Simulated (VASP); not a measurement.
The system is NaCl.

```
Na Cl
1.0
     3.95546    0.00000    0.00000
    -1.97773    3.42553    0.00000
     0.00000    0.00000    6.83882
Na Cl
2 2
Direct
  0.00000 0.00000 0.00000
  0.00000 0.00000 0.50000
  0.33333 0.66667 0.25000
  0.66667 0.33333 0.75000
```

```yaml
Program: VASP 6.6.1
Task: relaxation of cell and atoms
Functional: r2SCAN
Potentials_or_basis: VASP PAW PBE potentials, release 64 (Na_pv, Cl)
Cutoff: 600 eV
k_mesh: 6 × 6 × 4
Occupations: fermi-dirac, width 0.02 eV
Spin: no spin polarisation
```

At the start: pressure -1.3 GPa; volume 23.17 Å³/atom.

**Question.** Where does the relaxation end?

**Answer.** Over 5 steps the energy falls by 5.6 meV/atom and the volume is 21.95 Å³/atom (-5.2 %); space group P6_3/mmc (No. 194, to 0.1 Å) before and after.

Step by step:
| step | energy change (eV) | largest force (eV/Å) | pressure (GPa) | volume (Å³) |
| --- | --- | --- | --- | --- |
| 1 | 0.0000 | 0.0000 | -1.30 | 92.66 |
| 2 | -0.0163 | 0.0000 | -0.69 | 90.16 |
| 3 | -0.0213 | 0.0000 | -0.26 | 88.63 |
| 4 | -0.0183 | 0.0000 | 0.71 | 85.63 |
| 5 | -0.0223 | 0.0000 | -0.01 | 87.81 |

Final structure:
```
Na Cl
1.0
     3.88577    0.00000    0.00000
    -1.94289    3.36518    0.00000
     0.00000    0.00000    6.71498
Na Cl
2 2
Direct
  0.00000 0.00000 0.00000
  0.00000 0.00000 0.50000
  0.33333 0.66667 0.25000
  0.66667 0.33333 0.75000
```

Caveat: the PAW data sets were made with another functional, which shifts forces and pressure a little.
